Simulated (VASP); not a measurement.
# ScAl3 in VASP: notebook, part 3 of 3

VASP 6.6.1.

### Step 5. Single point, PBE

This run uses another cell than the first one, of 16.40 Å³/atom.

The input, INCAR:

```
SYSTEM = ScAl3
  PREC = Accurate
  ENCUT = 520
  EDIFF = 1E-6
  ISMEAR = -1
  SIGMA = 0.05
  LREAL = .False.
  LASPH = .True.
  NELM = 100
  ALGO = Normal
  ISIF = 2
  LWAVE = .False.
  LCHARG = .False.
  GGA = PE
  NBANDS = 18
```

The input, KPOINTS:

```
regular mesh
0
Gamma
  6 6 6
  0 0 0
```

The input, POSCAR:

```
ScAl3
1.0
    4.0060504386      0.0000000000      0.0000000000
    0.0000000000      4.0060504386      0.0000000000
    0.0000000000      0.0000000000      4.0878065700
Sc Al
1 3
Direct
    0.0000000000      0.0000000000      0.0000000000
    0.5000000000      0.5000000000      0.0000000000
    0.0000000000      0.5000000000      0.5000000000
    0.5000000000      0.0000000000      0.5000000000
```

Potentials or basis: VASP PAW PBE potentials, release 64 (Sc_sv, Al).

Run with:

```sh
$ cat potpaw_PBE.64/Sc_sv/POTCAR potpaw_PBE.64/Al/POTCAR > POTCAR
$ mpirun -np 1 vasp_std > vasp.out
```

OUTCAR:

```text
SYSTEM = ScAl3
   PREC = Accurate
   ENCUT = 520
   EDIFF = 1E-6
   ISMEAR = -1
   LREAL = .False.
   LASPH = .True.
   NELM = 100
   ISIF = 2
   GGA = PE

 ion  position               nearest neighbor table
   1  0.000  0.000  0.000-   2 2.83   2 2.83   2 2.83   2 2.83   4 2.86   3 2.86   3 2.86   3 2.86
                             4 2.86   4 2.86   4 2.86   3 2.86
   2  0.500  0.500  0.000-   1 2.83   1 2.83   1 2.83   1 2.83   4 2.86   3 2.86   4 2.86   4 2.86
                             4 2.86   3 2.86   3 2.86   3 2.86
   3  0.000  0.500  0.500-   4 2.83   4 2.83   4 2.83   4 2.83   2 2.86   1 2.86   2 2.86   1 2.86
                             2 2.86   1 2.86   2 2.86   1 2.86
   4  0.500  0.000  0.500-   3 2.83   3 2.83   3 2.83   3 2.83   2 2.86   2 2.86   2 2.86   2 2.86
                             1 2.86   1 2.86   1 2.86   1 2.86

  LATTYP: Found a simple tetragonal cell.
 ALAT       =     4.0060504386
 C/A-ratio  =     1.0204081633

  Lattice vectors:

 A1 = (   4.0060504386,   0.0000000000,   0.0000000000)
 A2 = (   0.0000000000,   4.0060504386,   0.0000000000)
 A3 = (   0.0000000000,   0.0000000000,   4.0878065700)

Analysis of symmetry for initial positions (statically):
=====================================================================
 Subroutine PRICEL returns:
 Original cell was already a primitive cell.

 Routine SETGRP: Setting up the symmetry group for a
 simple tetragonal supercell.

 Subroutine GETGRP returns: Found 16 space group operations
 (whereof 16 operations were pure point group operations)
 out of a pool of 16 trial point group operations.

The static configuration has the point symmetry D_4h.

Analysis of symmetry for dynamics (positions and initial velocities):
=====================================================================
 Subroutine PRICEL returns:
 Original cell was already a primitive cell.

 Routine SETGRP: Setting up the symmetry group for a
 simple tetragonal supercell.

 Subroutine GETGRP returns: Found 16 space group operations
 (whereof 16 operations were pure point group operations)
 out of a pool of 16 trial point group operations.

The dynamic configuration has the point symmetry D_4h.

 Subroutine INISYM returns: Found 16 space group operations
 (whereof 16 operations are pure point group operations),
 and found     1 'primitive' translations

----------------------------------------------------------------------------------------

                                     Primitive cell

  volume of cell :      65.6029

  direct lattice vectors                    reciprocal lattice vectors
     4.006050439  0.000000000  0.000000000     0.249622419  0.000000000  0.000000000
     0.000000000  4.006050439  0.000000000     0.000000000  0.249622419  0.000000000
     0.000000000  0.000000000  4.087806570     0.000000000  0.000000000  0.244629970

  length of vectors
     4.006050439  4.006050439  4.087806570     0.249622419  0.249622419  0.244629970

  position of ions in fractional coordinates (direct lattice)
     0.000000000  0.000000000  0.000000000
     0.500000000  0.500000000  0.000000000
     0.000000000  0.500000000  0.500000000
     0.500000000  0.000000000  0.500000000

  ion indices of the primitive-cell ions
   primitive index   ion index
                 1           1
                 2           2
                 3           3
[... 30 lines left out ...]
  0.000000  0.000000  0.000000      1.000000
  0.166667  0.000000  0.000000      4.000000
  0.333333  0.000000  0.000000      4.000000
  0.500000  0.000000  0.000000      2.000000
  0.166667  0.166667  0.000000      4.000000
  0.333333  0.166667  0.000000      8.000000
[... 16 lines left out ...]
  0.333333  0.000000  0.333333      8.000000
  0.500000  0.000000  0.333333      4.000000
 [... further k-points ...]
   k-points           NKPTS =     40   k-points in BZ     NKDIM =     40   number of bands    NBANDS=     18
   number of dos      NEDOS =    301   number of ions     NIONS =      4
   total plane-waves  NPLWV =  27000
   dimension x,y,z NGX =    30 NGY =   30 NGZ =   30
   dimension x,y,z NGXF=    60 NGYF=   60 NGZF=   60
   ions per type =               1   3
   NGX,Y,Z   is equivalent  to a cutoff of  12.45, 12.45, 12.20 a.u.
   NGXF,Y,Z  is equivalent  to a cutoff of  24.90, 24.90, 24.40 a.u.
 SYSTEM =  ScAl3
   PREC   = accura    normal or accurate (medium, high low for compatibility)
   ISTART =      0    job   : 0-new  1-cont  2-samecut
   ICHARG =      2    charge: 1-file 2-atom 10-const
   ISPIN  =      1    spin polarized calculation?
   LNONCOLLINEAR =      F non collinear calculations
   LSORBIT =      F    spin-orbit coupling
   LASPH  =      T    aspherical Exc in radial PAW
   ENCUT  =  520.0 eV  38.22 Ry    6.18 a.u.   7.45  7.45  7.60*2*pi/ulx,y,z
   NELM   =    100;   NELMIN=  2; NELMDL= -5     # of ELM steps
   EDIFF  = 0.1E-05   stopping-criterion for ELM
   LREAL  =      F    real-space projection
   EDIFFG = 0.1E-04   stopping-criterion for IOM
   NSW    =      0    number of steps for IOM
   IBRION =     -1    ionic relax: 0-MD 1-quasi-New 2-CG
   NFREE  =      0    steps in history (QN), initial steepest desc. (CG)
   ISIF   =      2    stress and relaxation
   ISYM   =      2    0-nonsym 1-usesym 2-fastsym
   POTIM  = 0.5000    time-step for ionic-motion
   TEBEG  =    0.0;   TEEND  =   0.0 temperature during run
   PSTRESS=    0.0 pullay stress
   NELECT =      20.0000    total number of electrons
   NUPDOWN=      -1.0000    fix difference up-down
   EMIN   =  10.00;   EMAX   =-10.00  energy-range for DOS
   EFERMI =   0.00;   METHOD = LEGACY
   ISMEAR =    -1;   SIGMA  =   0.05  broadening in eV -4-tet -1-fermi 0-gaus
   EFERMI_NEDOS =   21; number of points for ismear=-14 and -15
   IALGO  =     38    algorithm
   IMIX   =      4    mixing-type and parameters
     AMIX     =   0.40;   BMIX     =  1.00
     AMIX_MAG =   1.60;   BMIX_MAG =  1.00
  volume/ion in A,a.u.               =      16.40       110.68
  Fermi-wavevector in a.u.,A,eV,Ry     =   1.101819  2.082137 16.517556  1.214006
  Thomas-Fermi vector in A             =   2.238253
   LORBIT       =      0    0 simple, 1 ext, 2 COOP (PROOUT), +10 PAW based schemes
   GGA     = PE    functional components
   LHFCALC =     F    Hartree Fock is set to
   AEXX    =    0.0000 exact exchange contribution
   IVDW    =     0    specifies the selected vdW correction
   LEPSILON=     F    determine dielectric tensor
   LRPA    =     F    only Hartree local field effects (RPA)
 non-spin polarized calculation
  energy-cutoff  :      520.00
  volume of cell :       65.60
 maximum number of plane-waves:      1795
 NGX is ok and might be reduce to    30
   NGX = 15   NGY = 15   NGZ = 15

 number of electron      20.0000001 magnetization

 Free energy of the ion-electron system (eV)
  ---------------------------------------------------
  ext. energy  EPLUGINS =         0.00000000
  ---------------------------------------------------
  free energy    TOTEN  =       -19.23005087 eV

  energy without entropy =      -19.21630352  energy(sigma->0) =      -19.22317720

 E-fermi :   7.7674     XC(G=0): -10.5740

 val. band max:        7.7424279870   @ k =   0.5000   0.1667   0.3333
 cond. band min:       7.8085502787   @ k =   0.3333   0.1667   0.5000
 fundamental gap:      0.0661222917
 Fermi energy:         7.7673714933

 k-point     1 :       0.0000    0.0000    0.0000
  band No.  band energies     occupation
      1     -41.1896      2.00000
      2     -19.9189      2.00000
      3     -19.9045      2.00000
      4     -19.9045      2.00000
      5      -2.5996      2.00000
      6       4.8623      2.00000
[... 481 lines left out ...]
      5       0.1374      2.00000
      6       1.1689      2.00000
[... 10 lines left out ...]
     17      12.3805      0.00000
     18      13.4935      0.00000

 [... further k-points ...]

------------------------ aborting loop because EDIFF is reached ----------------------------------------

  FORCE on cell =-STRESS in cart. coord.  units (eV):
  Direction    XX          YY          ZZ          XY          YZ          ZX
  --------------------------------------------------------------------------------------
  -------------------------------------------------------------------------------------
  Total        2.4683406      2.4683406      1.4013806      0.0000000      0.0000000      0.0000000
  in kB       60.2826725     60.2826725     34.2250055      0.0000000      0.0000000      0.0000000
  external PRESSURE =      51.5967835 kB  Pullay stress =       0.0000000 kB

 VOLUME and BASIS-vectors are now :
 -----------------------------------------------------------------------------
  energy-cutoff  :      520.00
  volume of cell :       65.60
      direct lattice vectors                 reciprocal lattice vectors
     4.006050439  0.000000000  0.000000000     0.249622419  0.000000000  0.000000000
     0.000000000  4.006050439  0.000000000     0.000000000  0.249622419  0.000000000
     0.000000000  0.000000000  4.087806570     0.000000000  0.000000000  0.244629970

 POSITION                                       TOTAL-FORCE (eV/Angst)
 -----------------------------------------------------------------------------------
      0.00000      0.00000      0.00000         0.000000      0.000000      0.000000
      2.00303      2.00303      0.00000         0.000000      0.000000      0.000000
      0.00000      2.00303      2.04390         0.000000      0.000000      0.000000
      2.00303      0.00000      2.04390         0.000000      0.000000      0.000000
 -----------------------------------------------------------------------------------
    total drift:                                0.000000     -0.000000      0.000000

  FREE ENERGIE OF THE ION-ELECTRON SYSTEM (eV)
  ---------------------------------------------------
  free  energy   TOTEN  =       -19.2300508742 eV

  energy  without entropy=      -19.2163035190  energy(sigma->0) =      -19.22317720
```

stdout:

```text
POSCAR found type information on POSCAR ScAl
 POSCAR found :  2 types and       4 ions
 scaLAPACK will be used
 LDA part: xc-table for (Slater+PW92), standard interpolation
 POSCAR, INCAR and KPOINTS ok, starting setup
 FFT: planning ... GRIDC
 FFT: planning ... GRID_SOFT
 FFT: planning ... GRID
 WAVECAR not read
 entering main loop
```

Wall time 77 s (1 thread of Intel Xeon 8259CL, shared host); peak memory 0.19 GiB.

What came out:

| Item | Value |
| --- | --- |
| Free energy | -19.2301 eV |
| Pressure | 5.2 GPa |
| Band gap on the k mesh | zero (bands 10 and 11 overlap by 4.10 eV) |

Caveat: the cell stands under pressure.

### Step 6. Single point, PBE

This run uses another cell than the first one, of 16.74 Å³/atom.

The input, INCAR:

```
SYSTEM = ScAl3
PREC     = Accurate       ! precision mode
ENCUT    = 520            ! plane-wave cutoff, eV
EDIFF    = 1E-7           ! SCF threshold, eV
ISMEAR   = -1             ! smearing method
SIGMA    = 0.05           ! smearing width, eV
LREAL    = .FALSE.        ! projectors in reciprocal space
LASPH    = .TRUE.         ! aspherical terms in the spheres
NELM     = 80             ! most SCF steps
ALGO     = Fast           ! electronic algorithm
ISIF     = 2              ! what is computed and relaxed
LWAVE    = .FALSE.        ! write WAVECAR
LCHARG   = .FALSE.        ! write CHGCAR
GGA      = PE             ! functional
NBANDS   = 18             ! bands
```

The input, KPOINTS:

```
regular mesh
0
G
  6 6 6
  0 0 0
```

Edit POSCAR of step 5 so:

```diff
@@ -2,4 +2,4 @@
 1.0
-    4.0060504386      0.0000000000      0.0000000000
-    0.0000000000      4.0060504386      0.0000000000
+    4.0469285043      0.0000000000      0.0000000000
+    0.0000000000      4.0469285043      0.0000000000
     0.0000000000      0.0000000000      4.0878065700
```

Potentials or basis: VASP PAW PBE potentials, release 64 (Sc_sv, Al).

Run with:

```sh
$ cat potpaw_PBE.64/Sc_sv/POTCAR potpaw_PBE.64/Al/POTCAR > POTCAR
$ mpirun -np 1 vasp_std > vasp.out
```

Wall time 1.7 min (1 thread of Intel Xeon 8259CL, shared host); peak memory 0.19 GiB.

The run converged. Its results:

- Free energy: -19.2700 eV
- Pressure: 3.0 GPa
- Band gap on the k mesh: zero (bands 10 and 11 overlap by 3.99 eV)

Stress tensor (GPa, compression positive):
```
3.44 0.00 0.00
0.00 3.44 0.00
0.00 0.00 2.25
```

Levels at points of the mesh, in eV from the Fermi level:
```tsv
k point	band 8	band 9	band 10	band 11	band 12	band 13
(0.00, 0.00, 0.00)	-2.04	-1.90	-1.90	1.14	1.18	1.18
(0.50, 0.00, 0.00)	-1.83	-1.66	0.82	0.82	0.95	1.25
(0.50, 0.50, 0.00)	-4.54	-0.72	-0.72	1.03	1.20	2.04
(0.00, 0.00, 0.50)	-1.85	-1.62	0.90	0.94	0.94	1.24
(0.50, 0.00, 0.50)	-4.54	-0.67	-0.64	1.12	1.32	1.98
(0.50, 0.50, 0.50)	-4.66	-3.14	-3.09	-3.09	0.88	2.52
```

Caveat: the cell stands under pressure.

### Step 7. Overview

```csv
cell,k mesh,gap on the mesh (eV),pressure (GPa)
"a = 4.088 Å, 4 atoms",6 × 6 × 6,none,1.1
"a = 4.251, b = 4.251, c = 4.088 Å, 4 atoms",5 × 5 × 6,none,-4.7
"a = 3.924, b = 3.924, c = 4.088 Å, 4 atoms",6 × 6 × 6,none,10.1
"a = 4.006, b = 4.006, c = 4.088 Å, 4 atoms",6 × 6 × 6,none,5.2
"a = 4.047, b = 4.047, c = 4.088 Å, 4 atoms",6 × 6 × 6,none,3.0
```

Alike in all rows: task single point; level PBE; potentials or basis VASP PAW PBE potentials, release 64 (Sc_sv, Al); no spin polarisation; cutoff (eV) 520; smearing fermi-dirac 0.05 eV.

Caveats: the cell stands under pressure (at least some runs); the cell stands under tension (at least some runs); the stress differs along the axes, from 6 to 12 GPa (at least some runs).

Total energies depend on the potentials used, so only differences within one code and one set of settings carry meaning.

The gap in the log of VASP goes by the Fermi energy; the results here count the filled bands.